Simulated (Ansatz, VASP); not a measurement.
# HOs: VASP beside Ansatz

```
H Os
1.0
     2.95703    0.00000    0.00000
    -1.47851    2.56086    0.00000
     0.00000    0.00000    4.69201
H Os
2 2
Direct
  0.33333 0.66667 0.99756
  0.66667 0.33333 0.49756
  0.33333 0.66667 0.38454
  0.66667 0.33333 0.88454
```

Alike in both runs: functional PBE; k mesh 6 × 6 × 4; occupations gaussian, width 0.1 eV; no spin polarisation.

Ansatz relaxed the structure, and its values are those at the end. VASP's run is a single point on that final structure, the one shown.

|  | VASP | Ansatz |
| --- | --- | --- |
| version | VASP 6.6.1 | Ansatz 0.2.0 |
| potentials or method | VASP PAW PBE potentials, release 64 (H_h, Os_sv_GW), cutoff 1230 eV | scalar-relativistic, plane waves, PAW |
| valence electrons in the cell | 34 | 34 |

VASP gave:

| Quantity | Value |
| --- | --- |
| gap on the k mesh at the Fermi level (eV) | none |
| pressure (GPa) | 0.2 |

Problem. What did Ansatz give for the same quantities?

Solution. gap on the k mesh at the Fermi level (eV): none; pressure (GPa): 0.0.

A gap of «none» marks a metal or a gap that the smearing closes.

The k mesh is coarse, so the values compare programs but aren't converged. Neither program's run includes spin-orbit coupling.
